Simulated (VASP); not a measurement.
# Rh (P6_3/mmc) in VASP: a series of runs

Rh is run at these levels: r2SCAN; tasks: single point.

Everything below comes from runs of VASP 6.6.1. Logs are shortened: lines on timing, memory, paths and dates and some standing lists are left out, and cuts for length are marked.

## (1) The cell of the first run

Symmetry: P6_3/mmc, No. 194, hexagonal system. The conventional cell has a = 2.766 Å, b = 2.766 Å, c = 4.088 Å, α = 90.00°, β = 90.00°, γ = 120.00°. Rh (site symmetry -6m2) has 12 Rh at 2.59 to 2.77 Å within 3.4 Å.

This isn't the form of Rh at room conditions, which is fcc.

## (2) Single point, r2SCAN (uniaxial strain along c: -6.0 %, then relaxed in part)

POSCAR

```
Rh
1.0
    2.7655647907      0.0000000000      0.0000000000
   -1.3827823953      2.3950493645      0.0000000000
    0.0000000000      0.0000000000      4.0877001878
Rh
2
Direct
    0.6666666675      0.3333333325      0.7500000000
    0.3333333325      0.6666666675      0.2500000000
```

INCAR.step1

```
ALGO = Normal
EDIFF = 1E-4
ENCUT = 520
GGA = PE
ISMEAR = 0
LASPH = T
LCHARG = F
LREAL = F
LWAVE = T
NBANDS = 22
NELM = 80
PREC = Accurate
SIGMA = 0.1
```

INCAR.step2

```
ALGO = Normal
EDIFF = 1E-6
ENCUT = 520
ISIF = 2
ISMEAR = 0
ISTART = 1
LASPH = T
LCHARG = F
LMIXTAU = T
LREAL = F
LWAVE = F
METAGGA = R2SCAN
NBANDS = 22
NELM = 80
PREC = Accurate
SIGMA = 0.1
```

KPOINTS

```
k-points
0
Gamma
  24 24 12
```

Potentials or basis: VASP PAW PBE potentials, release 64 (Rh_pv).

Started as:

```sh
cat potpaw_PBE.64/Rh_pv/POTCAR > POTCAR
cp INCAR.step1 INCAR
mpirun -np 1 vasp_std > vasp.out
cp INCAR.step2 INCAR
mpirun -np 1 vasp_std > vasp.out
```

OUTCAR:

```text
EDIFF = 1E-6
   ENCUT = 520
   ISIF = 2
   ISMEAR = 0
   ISTART = 1
   LASPH = T
   LREAL = F
   METAGGA = R2SCAN
   NELM = 80
   PREC = Accurate

 ion  position               nearest neighbor table
   1  0.667  0.333  0.750-   2 2.59   2 2.59   2 2.59   2 2.59   2 2.59   2 2.59
   2  0.333  0.667  0.250-   1 2.59   1 2.59   1 2.59   1 2.59   1 2.59   1 2.59

  LATTYP: Found a hexagonal cell.
 ALAT       =     2.7655647907
 C/A-ratio  =     1.4780706645

  Lattice vectors:

 A1 = (   2.7655647907,   0.0000000000,   0.0000000000)
 A2 = (  -1.3827823953,   2.3950493645,   0.0000000000)
 A3 = (   0.0000000000,   0.0000000000,   4.0877001878)

Analysis of symmetry for initial positions (statically):
=====================================================================
 Subroutine PRICEL returns:
 Original cell was already a primitive cell.

 Routine SETGRP: Setting up the symmetry group for a
 hexagonal supercell.

 Subroutine GETGRP returns: Found 24 space group operations
 (whereof 12 operations were pure point group operations)
 out of a pool of 24 trial point group operations.

The static configuration has the point symmetry D_3d.
 The point group associated with its full space group is D_6h.

Analysis of symmetry for dynamics (positions and initial velocities):
=====================================================================
 Subroutine PRICEL returns:
 Original cell was already a primitive cell.

 Routine SETGRP: Setting up the symmetry group for a
 hexagonal supercell.

 Subroutine GETGRP returns: Found 24 space group operations
 (whereof 12 operations were pure point group operations)
 out of a pool of 24 trial point group operations.

The dynamic configuration has the point symmetry D_3d.
 The point group associated with its full space group is D_6h.

 Subroutine INISYM returns: Found 24 space group operations
 (whereof 12 operations are pure point group operations),
 and found     1 'primitive' translations

----------------------------------------------------------------------------------------

                                     Primitive cell

  volume of cell :      27.0756

  direct lattice vectors                    reciprocal lattice vectors
     2.765564791  0.000000000  0.000000000     0.361589793  0.208763964  0.000000000
    -1.382782395  2.395049365  0.000000000     0.000000000  0.417527929  0.000000000
     0.000000000  0.000000000  4.087700188     0.000000000  0.000000000  0.244636337
[... 81 lines left out ...]
   LASPH  =      T    aspherical Exc in radial PAW
   ENCUT  =  520.0 eV  38.22 Ry    6.18 a.u.   5.14  5.14  7.60*2*pi/ulx,y,z
   NELM   =     80;   NELMIN=  2; NELMDL=  0     # of ELM steps
   EDIFF  = 0.1E-05   stopping-criterion for ELM
   LREAL  =      F    real-space projection
   EDIFFG = 0.1E-04   stopping-criterion for IOM
   NSW    =      0    number of steps for IOM
   IBRION =     -1    ionic relax: 0-MD 1-quasi-New 2-CG
   NFREE  =      0    steps in history (QN), initial steepest desc. (CG)
   ISIF   =      2    stress and relaxation
   ISYM   =      2    0-nonsym 1-usesym 2-fastsym
   POTIM  = 0.5000    time-step for ionic-motion
   TEBEG  =    0.0;   TEEND  =   0.0 temperature during run
   PSTRESS=    0.0 pullay stress
   NELECT =      30.0000    total number of electrons
   NUPDOWN=      -1.0000    fix difference up-down
   EMIN   =  10.00;   EMAX   =-10.00  energy-range for DOS
   EFERMI =   0.00;   METHOD = LEGACY
   ISMEAR =     0;   SIGMA  =   0.10  broadening in eV -4-tet -1-fermi 0-gaus
   EFERMI_NEDOS =   21; number of points for ismear=-14 and -15
   IALGO  =     38    algorithm
   IMIX   =      4    mixing-type and parameters
     AMIX     =   0.40;   BMIX     =  1.00
     AMIX_MAG =   1.60;   BMIX_MAG =  1.00
  volume/ion in A,a.u.               =      13.54        91.36
  Fermi-wavevector in a.u.,A,eV,Ry     =   1.694037  3.201265 39.045458  2.869760
  Thomas-Fermi vector in A             =   2.775334
   LORBIT       =      0    0 simple, 1 ext, 2 COOP (PROOUT), +10 PAW based schemes
   METAGGA = R2SCAN    functional components
   LHFCALC =     F    Hartree Fock is set to
   AEXX    =    0.0000 exact exchange contribution
   IVDW    =     0    specifies the selected vdW correction
   LEPSILON=     F    determine dielectric tensor
   LRPA    =     F    only Hartree local field effects (RPA)
 non-spin polarized calculation
 Gauss-broadening in eV      SIGMA  =   0.10
  energy-cutoff  :      520.00
  volume of cell :       27.08
 maximum number of plane-waves:       741
 NGX is ok and might be reduce to    24
   NGX = 11   NGY = 11   NGZ = 15

 number of electron      30.0000015 magnetization

 Free energy of the ion-electron system (eV)
  ---------------------------------------------------
  ext. energy  EPLUGINS =         0.00000000
  ---------------------------------------------------
  free energy    TOTEN  =       -48.05855928 eV

  energy without entropy =      -48.04163995  energy(sigma->0) =      -48.05009962

 E-fermi :  12.1564     XC(G=0): -15.3078

 val. band max:       12.1562016602   @ k =   0.0417   0.0000   0.4167
 cond. band min:      12.1566390251   @ k =   0.3750   0.0833   0.3333
 fundamental gap:      0.0004373649
 Fermi energy:        12.1564464510

 k-point     1 :       0.0000    0.0000    0.0000
  band No.  band energies     occupation
      1     -36.7778      2.00000
      2     -35.9538      2.00000
      3     -35.9538      2.00000
      4     -35.7603      2.00000
      5     -35.7603      2.00000
      6     -35.7496      2.00000
[... 589 lines left out ...]
     21      24.6852      0.00000
     22      27.6208      0.00000

 [... further k-points ...]

------------------------ aborting loop because EDIFF is reached ----------------------------------------

  FORCE on cell =-STRESS in cart. coord.  units (eV):
  Direction    XX          YY          ZZ          XY          YZ          ZX
  --------------------------------------------------------------------------------------
  -------------------------------------------------------------------------------------
  Total        0.2060157      0.2060157      4.1937571      0.0000000     -0.0000000      0.0000000
  in kB       12.1908357     12.1908357    248.1627020      0.0000000     -0.0000000      0.0000000
  external PRESSURE =      90.8481245 kB  Pullay stress =       0.0000000 kB

 VOLUME and BASIS-vectors are now :
 -----------------------------------------------------------------------------
  energy-cutoff  :      520.00
  volume of cell :       27.08
      direct lattice vectors                 reciprocal lattice vectors
     2.765564791  0.000000000  0.000000000     0.361589793  0.208763964  0.000000000
    -1.382782395  2.395049365  0.000000000     0.000000000  0.417527929  0.000000000
     0.000000000  0.000000000  4.087700188     0.000000000  0.000000000  0.244636337

 POSITION                                       TOTAL-FORCE (eV/Angst)
 -----------------------------------------------------------------------------------
      1.38278      0.79835      3.06578         0.000000     -0.000000      0.000000
     -0.00000      1.59670      1.02193        -0.000000      0.000000      0.000000
 -----------------------------------------------------------------------------------
    total drift:                               -0.000001      0.000001     -0.000000

  FREE ENERGIE OF THE ION-ELECTRON SYSTEM (eV)
  ---------------------------------------------------
  free  energy   TOTEN  =       -48.0585592793 eV

  energy  without entropy=      -48.0416399513  energy(sigma->0) =      -48.05009962
```

OSZICAR.step1:

```text
N       E                     dE             d eps       ncg     rms          rms(c)
DAV:   1     0.329640512382E+03    0.32964E+03   -0.19071E+04 18852   0.160E+03
DAV:   2    -0.792243895144E+01   -0.33756E+03   -0.32550E+03 19604   0.477E+02
DAV:   3    -0.151631467054E+02   -0.72407E+01   -0.72008E+01 21812   0.787E+01
DAV:   4    -0.152113543279E+02   -0.48208E-01   -0.48203E-01 21162   0.646E+00
DAV:   5    -0.152121092106E+02   -0.75488E-03   -0.75488E-03 22030   0.838E-01    0.154E+01
DAV:   6    -0.143260865275E+02    0.88602E+00   -0.19581E+00 20738   0.151E+01    0.573E+00
DAV:   7    -0.142892202408E+02    0.36866E-01   -0.57778E-02 21782   0.224E+00    0.242E+00
DAV:   8    -0.142832499993E+02    0.59702E-02   -0.91783E-03 19676   0.108E+00    0.363E-01
DAV:   9    -0.142829003825E+02    0.34962E-03   -0.32518E-04 20516   0.216E-01    0.475E-02
DAV:  10    -0.142829156431E+02   -0.15261E-04   -0.10692E-05 10690   0.339E-02
   1 F= -.14282916E+02 E0= -.14274142E+02  d E =-.175478E-01
```

It took 13 min on 1 thread of Intel Xeon 8259CL, shared host; peak memory 0.31 GiB.

Results:

- Free energy: -48.0586 eV
- Pressure: 9.1 GPa
- Band gap on the k mesh: zero (bands 15 and 16 overlap by 2.14 eV)

Caveat: the cell differs from its parent crystal (uniaxial strain along c: -6.0 %, then relaxed in part); the stress differs along the axes, from 1 to 25 GPa; the PAW data sets were made with another functional, which shifts forces and pressure a little.

## (3) Single point, r2SCAN

This run uses another cell than the first one, of 13.73 Å³/atom.

POSCAR

```
Rh
1.0
    2.6975591264      0.0000000000      0.0000000000
   -1.3487795632      2.3361547317      0.0000000000
    0.0000000000      0.0000000000      4.3589454671
Rh
2
Direct
    0.6666666667      0.3333333333      0.7500000000
    0.3333333333      0.6666666667      0.2500000000
```

INCAR.step1

```
  PREC = Accurate
  ENCUT = 520
  ISMEAR = 0
  SIGMA = 0.1
  LREAL = F
  LASPH = T
  NELM = 60
  NBANDS = 22
  GGA = PE
  ALGO = Normal
  EDIFF = 1E-4
  LWAVE = T
  LCHARG = F
```

INCAR.step2

```
  PREC = Accurate
  ENCUT = 520
  EDIFF = 1E-6
  ISMEAR = 0
  SIGMA = 0.1
  LREAL = F
  LASPH = T
  NELM = 60
  ALGO = Normal
  ISIF = 2
  LWAVE = F
  LCHARG = T
  METAGGA = R2SCAN
  LMIXTAU = T
  LELF = T
  LVHAR = T
  NBANDS = 22
  ISTART = 1
```

KPOINTS

```
regular mesh
0
Gamma
  12 12 4
```

Potentials or basis: VASP PAW PBE potentials, release 64 (Rh_pv).

Started as:

```sh
cat potpaw_PBE.64/Rh_pv/POTCAR > POTCAR
cp INCAR.step1 INCAR
mpirun -np 1 vasp_std > vasp.out
cp INCAR.step2 INCAR
mpirun -np 1 vasp_std > vasp.out
```

OUTCAR:

```text
PREC = Accurate
   ENCUT = 520
   EDIFF = 1E-6
   ISMEAR = 0
   LREAL = F
   LASPH = T
   NELM = 60
   ISIF = 2
   METAGGA = R2SCAN
   ISTART = 1

 ion  position               nearest neighbor table
   1  0.667  0.333  0.750-   2 2.68   2 2.68   2 2.68   2 2.68   2 2.68   2 2.68
   2  0.333  0.667  0.250-   1 2.68   1 2.68   1 2.68   1 2.68   1 2.68   1 2.68

  LATTYP: Found a hexagonal cell.
 ALAT       =     2.6975591264
 C/A-ratio  =     1.6158850512

  Lattice vectors:

 A1 = (   2.6975591264,   0.0000000000,   0.0000000000)
 A2 = (  -1.3487795632,   2.3361547317,   0.0000000000)
 A3 = (   0.0000000000,   0.0000000000,   4.3589454671)

Analysis of symmetry for initial positions (statically):
=====================================================================
 Subroutine PRICEL returns:
 Original cell was already a primitive cell.

 Routine SETGRP: Setting up the symmetry group for a
 hexagonal supercell.

 Subroutine GETGRP returns: Found 24 space group operations
 (whereof 12 operations were pure point group operations)
 out of a pool of 24 trial point group operations.

The static configuration has the point symmetry D_3d.
 The point group associated with its full space group is D_6h.

Analysis of symmetry for dynamics (positions and initial velocities):
=====================================================================
 Subroutine PRICEL returns:
 Original cell was already a primitive cell.

 Routine SETGRP: Setting up the symmetry group for a
 hexagonal supercell.

 Subroutine GETGRP returns: Found 24 space group operations
 (whereof 12 operations were pure point group operations)
 out of a pool of 24 trial point group operations.

[... 111 lines left out ...]
   PSTRESS=    0.0 pullay stress
   NELECT =      30.0000    total number of electrons
   NUPDOWN=      -1.0000    fix difference up-down
   EMIN   =  10.00;   EMAX   =-10.00  energy-range for DOS
   EFERMI =   0.00;   METHOD = LEGACY
   ISMEAR =     0;   SIGMA  =   0.10  broadening in eV -4-tet -1-fermi 0-gaus
   EFERMI_NEDOS =   21; number of points for ismear=-14 and -15
   IALGO  =     38    algorithm
   IMIX   =      4    mixing-type and parameters
     AMIX     =   0.40;   BMIX     =  1.00
     AMIX_MAG =   1.60;   BMIX_MAG =  1.00
  volume/ion in A,a.u.               =      13.73        92.69
  Fermi-wavevector in a.u.,A,eV,Ry     =   1.685895  3.185880 38.671059  2.842243
  Thomas-Fermi vector in A             =   2.768657
   LORBIT       =      0    0 simple, 1 ext, 2 COOP (PROOUT), +10 PAW based schemes
   METAGGA = R2SCAN    functional components
   LHFCALC =     F    Hartree Fock is set to
   AEXX    =    0.0000 exact exchange contribution
   IVDW    =     0    specifies the selected vdW correction
   LEPSILON=     F    determine dielectric tensor
   LRPA    =     F    only Hartree local field effects (RPA)
 non-spin polarized calculation
 Gauss-broadening in eV      SIGMA  =   0.10
  energy-cutoff  :      520.00
  volume of cell :       27.47
 maximum number of plane-waves:       762
 NGX is ok and might be reduce to    20
   NGX =  9   NGY =  9   NGZ = 17

 number of electron      30.0000010 magnetization

 Free energy of the ion-electron system (eV)
  ---------------------------------------------------
  ext. energy  EPLUGINS =         0.00000000
  ---------------------------------------------------
  free energy    TOTEN  =       -48.22781005 eV

  energy without entropy =      -48.21821028  energy(sigma->0) =      -48.22301017

 E-fermi :  11.8274     XC(G=0): -15.2177

 val. band max:       11.7913644996   @ k =   0.2500   0.0833   0.5000
 cond. band min:      11.8334092178   @ k =   0.3333   0.0833   0.0000
 fundamental gap:      0.0420447182
 Fermi energy:        11.8273844983

 k-point     1 :       0.0000    0.0000    0.0000
  band No.  band energies     occupation
      1     -36.8375      2.00000
      2     -36.1402      2.00000
      3     -36.1402      2.00000
      4     -36.0270      2.00000
      5     -36.0242      2.00000
      6     -36.0242      2.00000
[... 589 lines left out ...]
     21      27.6701      0.00000
     22      28.8303      0.00000

 [... further k-points ...]

------------------------ aborting loop because EDIFF is reached ----------------------------------------

  FORCE on cell =-STRESS in cart. coord.  units (eV):
  Direction    XX          YY          ZZ          XY          YZ          ZX
  --------------------------------------------------------------------------------------
  -------------------------------------------------------------------------------------
  Total        0.2234636      0.2234636      0.2291490     -0.0000000      0.0000000     -0.0000000
  in kB       13.0335704     13.0335704     13.3651705     -0.0000000      0.0000000     -0.0000000
  external PRESSURE =      13.1441038 kB  Pullay stress =       0.0000000 kB

 VOLUME and BASIS-vectors are now :
 -----------------------------------------------------------------------------
  energy-cutoff  :      520.00
  volume of cell :       27.47
      direct lattice vectors                 reciprocal lattice vectors
     2.697559126  0.000000000  0.000000000     0.370705498  0.214026919  0.000000000
    -1.348779563  2.336154732  0.000000000     0.000000000  0.428053838  0.000000000
     0.000000000  0.000000000  4.358945467     0.000000000  0.000000000  0.229413285

 POSITION                                       TOTAL-FORCE (eV/Angst)
 -----------------------------------------------------------------------------------
      1.34878      0.77872      3.26921         0.000000     -0.000000      0.000000
     -0.00000      1.55744      1.08974        -0.000000      0.000000      0.000000
 -----------------------------------------------------------------------------------
    total drift:                                0.000000     -0.000000      0.000000

  FREE ENERGIE OF THE ION-ELECTRON SYSTEM (eV)
  ---------------------------------------------------
  free  energy   TOTEN  =       -48.2278100549 eV

  energy  without entropy=      -48.2182102788  energy(sigma->0) =      -48.22301017
```

OUTCAR.step1:

```text
PREC = Accurate
   ENCUT = 520
   ISMEAR = 0
   LREAL = F
   LASPH = T
[... 824 lines left out ...]
 -----------------------------------------------------------------------------------
      1.34878      0.77872      3.26921         0.000000      0.000000      0.000000
     -0.00000      1.55744      1.08974        -0.000000     -0.000000      0.000000
 -----------------------------------------------------------------------------------
    total drift:                                0.000000     -0.000000      0.000000

  FREE ENERGIE OF THE ION-ELECTRON SYSTEM (eV)
  ---------------------------------------------------
  free  energy   TOTEN  =       -14.4701359010 eV

  energy  without entropy=      -14.4600459490  energy(sigma->0) =      -14.46509092
```

It took 2 min on 1 thread of Intel Xeon Platinum 8259CL at 2.50GHz (Skylake/Cascade Lake), shared host; peak memory 0.15 GiB.

Results:

* Free energy: -48.2278 eV
* Pressure: 1.3 GPa
* Band gap on the k mesh: zero (bands 15 and 16 overlap by 2.48 eV)

Levels at points of the mesh, in eV from the Fermi level:
```
           k point  band 13  band 14  band 15  band 16  band 17  band 18
(0.00, 0.00, 0.00)    -2.60    -1.99    -1.99     0.16     0.16     0.91
(0.50, 0.00, 0.00)    -2.16     0.45     0.67     0.77     3.23     5.46
(0.00, 0.00, 0.50)    -3.26    -3.26    -0.44    -0.44    -0.44    -0.44
(0.50, 0.00, 0.50)    -0.27    -0.27     0.64     0.64     2.89     2.89
```

Caveat: the k points lie up to 0.36 Å⁻¹ apart, too coarse for converged energies and pressures of a metal; the PAW data sets were made with another functional, which shifts forces and pressure a little.

The gap in the log of VASP goes by the Fermi energy; the results here count the filled bands.